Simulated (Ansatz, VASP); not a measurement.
Two plane-wave programs on HfO2

```
Hf O
1.0
     4.07719    0.00000    0.00000
     0.00000    3.60430    0.00000
     0.00000    0.00000    5.26397
Hf O
2 4
Cartesian
  2.0386 1.8022 2.6320
  0.0000 0.0000 0.0000
  0.0000 1.8022 3.6493
  2.0386 0.0000 4.2467
  2.0386 0.0000 1.6147
  0.0000 1.8022 1.0173
```

Change from the starting cell: strain +0.1312 x Voigt [1, 0, 0, 0, 0, 0], atoms carried along.

Alike in both runs: task single point; functional PBE; k mesh 6 × 6 × 4; occupations gaussian, width 0.05 eV; no spin polarisation.

|  | VASP | Ansatz |
| --- | --- | --- |
| version | VASP 6.6.1 | Ansatz 0.2.0 |
| potentials or method | VASP PAW PBE potentials, release 64 (Hf_pv, O), cutoff 520 eV | scalar-relativistic, plane waves, PAW |
| valence electrons in the cell | 44 | 76 |

|  | VASP | Ansatz | Ansatz less VASP |
| --- | --- | --- | --- |
| gap on the k mesh at the Fermi level (eV) | 3.73 | 3.77 | +0.047 |
| least direct gap on the mesh (eV) | 3.80 | 3.84 | +0.045 |
| pressure (GPa) | -22.9 | -20.6 | +2.30 |
| traceless stress, the component that is largest in VASP (GPa) | 13.15 | 12.90 | -0.249 |
| rms of the force components (eV/Å) | 0.565 | 0.577 | +0.0119 |

Atom by atom the forces differ by 0.035 eV/Å (rms over components). The functional is the same, so the differences come from potentials, cutoffs and numerics. VASP's potentials hold 44 valence electrons a cell and Ansatz's 76, so a difference there can come from the potentials and not from the codes.

Spin-orbit coupling is off throughout.
